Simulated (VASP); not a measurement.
# Rb (P-4m2) in VASP: single point with PBE

Aim: the single point of Rb with PBE.

Program: VASP 6.6.1. These are calculated values, not measurements. Logs are shortened: lines on timing, memory, paths and dates and some standing lists are left out, and cuts for length are marked.

## 1. The cell of the first run

It takes space group P-4m2 (No. 115, tetragonal). Conventional cell: a = 6.904 Å, b = 6.904 Å, c = 6.303 Å, α = 90.00°, β = 90.00°, γ = 90.00°. Within 5.4 Å of Rb (site symmetry 2mm) lie 8 Rb at 4.11 to 5.34 Å. Rb (site symmetry -4m2) has 8 Rb at 4.11 to 5.34 Å within 5.4 Å.

## 2. Single point, PBE

INCAR

```
  ALGO = Normal
  EDIFF = 1E-7
  ENCUT = 520
  GGA = PE
  ISIF = 2
  ISMEAR = 0
  LASPH = T
  LCHARG = F
  LREAL = F
  LWAVE = F
  NBANDS = 20
  NELM = 80
  PREC = Accurate
  SIGMA = 0.1
```

KPOINTS

```
k-points
0
Gamma
  4 4 4
```

POSCAR

```
Rb
1.0
    6.9040606900      0.0000000000      0.0000000000
    0.0000000000      6.9040606900      0.0000000000
    0.0000000000      0.0000000000      6.3034741600
Rb
3
Direct
    0.0000000000      0.5000000000      0.3530517700
    0.5000000000      0.0000000000      0.6469482300
    0.0000000000      0.0000000000      0.0000000000
```

Potentials or basis: VASP PAW PBE potentials, release 64 (Rb_sv).

On the command line:

```bash
cat potpaw_PBE.64/Rb_sv/POTCAR > POTCAR
mpirun -np 1 vasp_std > vasp.out
```

OUTCAR:

```text
EDIFF = 1E-7
   ENCUT = 520
   GGA = PE
   ISIF = 2
   ISMEAR = 0
   LASPH = T
   LREAL = F
   NELM = 80
   PREC = Accurate

 ion  position               nearest neighbor table
   1  0.000  0.500  0.353-   3 4.11   3 4.11   2 5.22   2 5.22   2 5.22   2 5.22   3 5.34   3 5.34

   2  0.500  0.000  0.647-   3 4.11   3 4.11   1 5.22   1 5.22   1 5.22   1 5.22   3 5.34   3 5.34

   3  0.000  0.000  0.000-   1 4.11   2 4.11   1 4.11   2 4.11   2 5.34   1 5.34   2 5.34   1 5.34

  LATTYP: Found a simple tetragonal cell.
 ALAT       =     6.9040606900
 C/A-ratio  =     0.9130096682

  Lattice vectors:

 A1 = (   6.9040606900,   0.0000000000,   0.0000000000)
 A2 = (   0.0000000000,   6.9040606900,   0.0000000000)
 A3 = (   0.0000000000,   0.0000000000,   6.3034741600)

Analysis of symmetry for initial positions (statically):
=====================================================================
 Subroutine PRICEL returns:
 Original cell was already a primitive cell.

 Routine SETGRP: Setting up the symmetry group for a
 simple tetragonal supercell.

 Subroutine GETGRP returns: Found  8 space group operations
 (whereof  8 operations were pure point group operations)
 out of a pool of 16 trial point group operations.

The static configuration has the point symmetry D_2d.

Analysis of symmetry for dynamics (positions and initial velocities):
=====================================================================
 Subroutine PRICEL returns:
 Original cell was already a primitive cell.

 Routine SETGRP: Setting up the symmetry group for a
 simple tetragonal supercell.

 Subroutine GETGRP returns: Found  8 space group operations
 (whereof  8 operations were pure point group operations)
 out of a pool of 16 trial point group operations.

The dynamic configuration has the point symmetry D_2d.

 Subroutine INISYM returns: Found  8 space group operations
 (whereof  8 operations are pure point group operations),
 and found     1 'primitive' translations

----------------------------------------------------------------------------------------

                                     Primitive cell

  volume of cell :     300.4617

  direct lattice vectors                    reciprocal lattice vectors
     6.904060690  0.000000000  0.000000000     0.144842296  0.000000000  0.000000000
     0.000000000  6.904060690  0.000000000     0.000000000  0.144842296  0.000000000
     0.000000000  0.000000000  6.303474160     0.000000000  0.000000000  0.158642675

  length of vectors
     6.904060690  6.904060690  6.303474160     0.144842296  0.144842296  0.158642675

  position of ions in fractional coordinates (direct lattice)
     0.000000000  0.500000000  0.353051770
     0.500000000  0.000000000  0.646948230
     0.000000000  0.000000000  0.000000000

  ion indices of the primitive-cell ions
   primitive index   ion index
                 1           1
                 2           2
                 3           3

----------------------------------------------------------------------------------------

 KPOINTS: k-points

Automatic generation of k-mesh.
 Grid dimensions read from file:
 generate k-points for:    4    4    4

 Generating k-lattice:

  Cartesian coordinates                     Fractional coordinates (reciprocal lattice)
     0.036210574  0.000000000  0.000000000     0.250000000  0.000000000  0.000000000
     0.000000000  0.036210574  0.000000000     0.000000000  0.250000000  0.000000000
     0.000000000  0.000000000  0.039660669     0.000000000  0.000000000  0.250000000

  Length of vectors
     0.036210574  0.036210574  0.039660669

  Shift w.r.t. Gamma in fractional coordinates (k-lattice)
     0.000000000  0.000000000  0.000000000

 Subroutine IBZKPT returns following result:
 ===========================================

 Found     18 irreducible k-points:

 Following reciprocal coordinates:
            Coordinates               Weight
  0.000000  0.000000  0.000000      1.000000
  0.250000  0.000000  0.000000      4.000000
  0.500000  0.000000  0.000000      2.000000
  0.250000  0.250000  0.000000      4.000000
  0.500000  0.250000  0.000000      4.000000
  0.500000  0.500000  0.000000      1.000000
[... 10 lines left out ...]
  0.500000  0.250000  0.500000      4.000000
  0.500000  0.500000  0.500000      1.000000
   k-points           NKPTS =     18   k-points in BZ     NKDIM =     18   number of bands    NBANDS=     20
   number of dos      NEDOS =    301   number of ions     NIONS =      3
   total plane-waves  NPLWV = 139968
   dimension x,y,z NGX =    54 NGY =   54 NGZ =   48
   dimension x,y,z NGXF=   108 NGYF=  108 NGZF=   96
   ions per type =               3
   NGX,Y,Z   is equivalent  to a cutoff of  13.00, 13.00, 12.66 a.u.
   NGXF,Y,Z  is equivalent  to a cutoff of  26.01, 26.01, 25.32 a.u.
 SYSTEM =  unknown system
   PREC   = accura    normal or accurate (medium, high low for compatibility)
   ISTART =      0    job   : 0-new  1-cont  2-samecut
   ICHARG =      2    charge: 1-file 2-atom 10-const
   ISPIN  =      1    spin polarized calculation?
   LNONCOLLINEAR =      F non collinear calculations
   LSORBIT =      F    spin-orbit coupling
   LASPH  =      T    aspherical Exc in radial PAW
   ENCUT  =  520.0 eV  38.22 Ry    6.18 a.u.  12.84 12.84 11.72*2*pi/ulx,y,z
   NELM   =     80;   NELMIN=  2; NELMDL= -5     # of ELM steps
   EDIFF  = 0.1E-06   stopping-criterion for ELM
   LREAL  =      F    real-space projection
   EDIFFG = 0.1E-05   stopping-criterion for IOM
   NSW    =      0    number of steps for IOM
   IBRION =     -1    ionic relax: 0-MD 1-quasi-New 2-CG
   NFREE  =      0    steps in history (QN), initial steepest desc. (CG)
   ISIF   =      2    stress and relaxation
   ISYM   =      2    0-nonsym 1-usesym 2-fastsym
   POTIM  = 0.5000    time-step for ionic-motion
   TEBEG  =    0.0;   TEEND  =   0.0 temperature during run
   PSTRESS=    0.0 pullay stress
   NELECT =      27.0000    total number of electrons
   NUPDOWN=      -1.0000    fix difference up-down
   EMIN   =  10.00;   EMAX   =-10.00  energy-range for DOS
   EFERMI =   0.00;   METHOD = LEGACY
   ISMEAR =     0;   SIGMA  =   0.10  broadening in eV -4-tet -1-fermi 0-gaus
   EFERMI_NEDOS =   21; number of points for ismear=-14 and -15
   IALGO  =     38    algorithm
   IMIX   =      4    mixing-type and parameters
     AMIX     =   0.40;   BMIX     =  1.00
     AMIX_MAG =   1.60;   BMIX_MAG =  1.00
  volume/ion in A,a.u.               =     100.15       675.87
  Fermi-wavevector in a.u.,A,eV,Ry     =   0.733274  1.385687  7.315729  0.537691
  Thomas-Fermi vector in A             =   1.825942
   LORBIT       =      0    0 simple, 1 ext, 2 COOP (PROOUT), +10 PAW based schemes
   GGA     = PE    functional components
   LHFCALC =     F    Hartree Fock is set to
   AEXX    =    0.0000 exact exchange contribution
   IVDW    =     0    specifies the selected vdW correction
   LEPSILON=     F    determine dielectric tensor
   LRPA    =     F    only Hartree local field effects (RPA)
 non-spin polarized calculation
 Gauss-broadening in eV      SIGMA  =   0.10
  energy-cutoff  :      520.00
  volume of cell :      300.46
 maximum number of plane-waves:      8140
 NGX is ok and might be reduce to    54
   NGX = 25   NGY = 25   NGZ = 23

 number of electron      27.0000000 magnetization

 Free energy of the ion-electron system (eV)
  ---------------------------------------------------
  ext. energy  EPLUGINS =         0.00000000
  ---------------------------------------------------
  free energy    TOTEN  =        -2.33837379 eV

  energy without entropy =       -2.32380327  energy(sigma->0) =       -2.33108853

 E-fermi :  -0.0929     XC(G=0):  -5.1884

 val. band max:       -0.0935201884   @ k =   0.5000   0.5000   0.2500
 cond. band min:      -0.0847799614   @ k =   0.5000   0.0000   0.5000
 fundamental gap:      0.0087402271
 Fermi energy:        -0.0929011334

 k-point     1 :       0.0000    0.0000    0.0000
  band No.  band energies     occupation
      1     -29.3235      2.00000
      2     -29.2745      2.00000
      3     -29.2718      2.00000
      4     -13.5233      2.00000
      5     -13.5233      2.00000
      6     -13.4341      2.00000
[... 12 lines left out ...]
     19       1.9007      0.00000
     20       2.0462      0.00000

 k-point     2 :       0.2500    0.0000    0.0000
  band No.  band energies     occupation
      1     -29.3225      2.00000
      2     -29.2748      2.00000
      3     -29.2726      2.00000
      4     -13.5217      2.00000
      5     -13.5094      2.00000
      6     -13.4448      2.00000
[... 12 lines left out ...]
     19       1.9582      0.00000
     20       2.4677      0.00000

 k-point     3 :       0.5000    0.0000    0.0000
  band No.  band energies     occupation
      1     -29.3215      2.00000
      2     -29.2752      2.00000
      3     -29.2731      2.00000
      4     -13.5200      2.00000
      5     -13.4799      2.00000
      6     -13.4716      2.00000
[... 12 lines left out ...]
     19       2.2707      0.00000
     20       2.3463      0.00000

 k-point     4 :       0.2500    0.2500    0.0000
  band No.  band energies     occupation
      1     -29.3215      2.00000
      2     -29.2749      2.00000
      3     -29.2735      2.00000
      4     -13.5089      2.00000
      5     -13.5070      2.00000
      6     -13.4512      2.00000
[... 291 lines left out ...]
 k-point    17 :       0.5000    0.2500    0.5000
  band No.  band energies     occupation
      1     -29.3203      2.00000
      2     -29.2752      2.00000
      3     -29.2742      2.00000
      4     -13.5208      2.00000
      5     -13.4934      2.00000
      6     -13.4780      2.00000
[... 12 lines left out ...]
     19       1.5970      0.00000
     20       1.6479      0.00000

 k-point    18 :       0.5000    0.5000    0.5000
  band No.  band energies     occupation
      1     -29.3193      2.00000
      2     -29.2752      2.00000
      3     -29.2752      2.00000
      4     -13.5208      2.00000
      5     -13.4920      2.00000
      6     -13.4920      2.00000
[... 12 lines left out ...]
     19       0.9106      0.00000
     20       1.0336      0.00000

------------------------ aborting loop because EDIFF is reached ----------------------------------------

  FORCE on cell =-STRESS in cart. coord.  units (eV):
  Direction    XX          YY          ZZ          XY          YZ          ZX
  --------------------------------------------------------------------------------------
  -------------------------------------------------------------------------------------
  Total        0.5378045      0.5378045      0.2068885      0.0000000      0.0000000      0.0000000
  in kB        2.8677803      2.8677803      1.1032087      0.0000000      0.0000000      0.0000000
  external PRESSURE =       2.2795898 kB  Pullay stress =       0.0000000 kB

 VOLUME and BASIS-vectors are now :
 -----------------------------------------------------------------------------
  energy-cutoff  :      520.00
  volume of cell :      300.46
      direct lattice vectors                 reciprocal lattice vectors
     6.904060690  0.000000000  0.000000000     0.144842296  0.000000000  0.000000000
     0.000000000  6.904060690  0.000000000     0.000000000  0.144842296  0.000000000
     0.000000000  0.000000000  6.303474160     0.000000000  0.000000000  0.158642675

 POSITION                                       TOTAL-FORCE (eV/Angst)
 -----------------------------------------------------------------------------------
      0.00000      3.45203      2.22545        -0.000000     -0.000000      0.209206
      3.45203      0.00000      4.07802         0.000000     -0.000000     -0.209206
      0.00000      0.00000      0.00000         0.000000      0.000000      0.000000
 -----------------------------------------------------------------------------------
    total drift:                                0.000000      0.000000     -0.000000

  FREE ENERGIE OF THE ION-ELECTRON SYSTEM (eV)
  ---------------------------------------------------
  free  energy   TOTEN  =        -2.3383737918 eV

  energy  without entropy=       -2.3238032676  energy(sigma->0) =       -2.33108853
```

Run time: 44 s. Hardware: 1 thread of Intel Xeon 6975P-C (Granite Rapids), shared host; peak memory 0.39 GiB.

Results:

```
Free energy   : -2.3384 eV
Pressure      : 0.2 GPa
Largest force : 0.209 eV/Å
```

Forces on the atoms (eV/Å):
```
Rb   0.000  0.000  0.209
Rb   0.000  0.000 -0.209
Rb   0.000  0.000  0.000
```
